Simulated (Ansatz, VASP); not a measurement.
# One calculation of SnO, two programs

The input POSCAR:

```
SnO
1.0
    0.0658998916      2.7741146168      2.7741146168
    2.7741146168      0.0658998916      2.7741146168
    2.7741146168      2.7741146168      0.0658998916
Sn O
1 1
Direct
    0.0017152791      0.0017152791      0.0017152791
    0.2482847209      0.2482847209      0.2482847209
```

The input INCAR.step1:

```
SYSTEM = SnO
ALGO     = Normal         ! electronic algorithm
EDIFF    = 1E-4           ! SCF threshold, eV
ENCUT    = 520            ! plane-wave cutoff, eV
GGA      = PE             ! functional
ISMEAR   = -1             ! smearing method
LASPH    = .True.         ! aspherical terms in the spheres
LCHARG   = .False.        ! write CHGCAR
LREAL    = .False.        ! projectors in reciprocal space
LWAVE    = .True.         ! write WAVECAR
NBANDS   = 17             ! bands
NELM     = 100            ! most SCF steps
PREC     = Accurate       ! precision mode
SIGMA    = 0.02           ! smearing width, eV
```

File INCAR.step2:

```
SYSTEM = SnO
ALGO     = Normal         ! electronic algorithm
EDIFF    = 1E-7           ! SCF threshold, eV
ENCUT    = 520            ! plane-wave cutoff, eV
ISIF     = 2              ! what is computed and relaxed
ISMEAR   = -1             ! smearing method
ISTART   = 1            
LASPH    = .True.         ! aspherical terms in the spheres
LCHARG   = .False.        ! write CHGCAR
LMIXTAU  = .True.       
LREAL    = .False.        ! projectors in reciprocal space
LWAVE    = .False.        ! write WAVECAR
METAGGA  = R2SCAN         ! meta-GGA
NBANDS   = 17             ! bands
NELM     = 100            ! most SCF steps
PREC     = Accurate       ! precision mode
SIGMA    = 0.02           ! smearing width, eV
```

KPOINTS

```
k-points
0
Gamma
  8 8 8
  0 0 0
```

Input for Ansatz:

```yaml
crystal:
  lattice:
    - [0.0658998916, 2.7741146168, 2.7741146168]
    - [2.7741146168, 0.0658998916, 2.7741146168]
    - [2.7741146168, 2.7741146168, 0.0658998916]
  atoms:
    - { symbol: Sn, position: [0.0017152791, 0.0017152791, 0.0017152791] }
    - { symbol: O, position: [0.2482847209, 0.2482847209, 0.2482847209] }
kpoints:
  mp_grid: { grid: [8, 8, 8] }
  band_path:
    path:
      - [0.0, 0.0, 0.0]
      - [-0.5, -0.5, 0.0]
      - [-0.375, -0.375, 0.25]
      - [-0.375, 0.0, 0.375]
      - [0.0, 0.0, 0.5]
      - [-0.5, -0.25, 0.25]
      - [-0.5, -0.4, 0.1]
    npoints: 1
hamiltonian:
  xc: r2scan
scf:
  occupations: { method: fermi_dirac, width: 0.02 }
  n_extra_bands: 4
output:
  forces: true
  stress: true
  eigenvalues: true
```

Change from the starting cell: shear_111 strain +3.6%.

Alike in both runs: task single point; functional r2SCAN; k mesh 8 × 8 × 8; occupations fermi-dirac, width 0.02 eV; no spin polarisation.

|  | VASP | Ansatz |
| --- | --- | --- |
| version | VASP 6.6.1 | Ansatz 0.2.0 |
| potentials or method | VASP PAW PBE potentials, release 64 (Sn_d, O) | plane waves, PAW |
| plane-wave cutoff (eV) | 520 | 500 |
| valence electrons in the cell | 20 | 20 |

Ansatz gave:

| Item | Value |
| --- | --- |
| pressure (GPa) | -2.6 |
| traceless stress, the component that is largest in VASP (GPa) | 0.90 |
| rms of the force components (eV/Å) | 0.001 |

Which values does VASP return?

Pressure (GPa): -2.3; traceless stress, the component that is largest in VASP (GPa): 0.87; rms of the force components (eV/Å): 0.005.

VASP's potentials were made for PBE, not for r2SCAN. Atom by atom the forces differ by 0.005 eV/Å (rms over components).
